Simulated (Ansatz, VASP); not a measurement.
# One calculation of Ti, two programs

```
CELL_PARAMETERS angstrom
4.33962 0.00000 0.00000
-2.16981 3.75822 0.00000
0.00000 0.00000 2.89518
ATOMIC_POSITIONS crystal
Ti 0.00000 0.00000 0.00000
Ti 0.33333 0.66667 0.50000
Ti 0.66667 0.33333 0.50000
```

Change from the starting cell: strain -0.050 along x and y, +0.025 along z, atoms carried along.

Alike in both runs: task single point; functional r2SCAN; k mesh 12 × 12 × 16; occupations gaussian, width 0.15 eV; no spin polarisation.

```csv
,VASP,Ansatz
version,VASP 6.6.1,Ansatz 0.2.0
potentials or method,"VASP PAW PBE potentials, release 64 (Ti_sv), cutoff 520 eV","scalar-relativistic, plane waves, PAW"
valence electrons in the cell,36,36
```

```csv
,VASP,Ansatz,Ansatz less VASP
gap on the k mesh at the Fermi level (eV),none,none,-
pressure (GPa),10.6,10.1,-0.56
"traceless stress, the component that is largest in VASP (GPa)",-10.20,-10.08,+0.113
```

VASP's potentials were made for PBE, not for r2SCAN. A gap of «none» marks a metal or a gap that the smearing closes. The functional is the same, so the differences come from potentials, cutoffs and numerics.
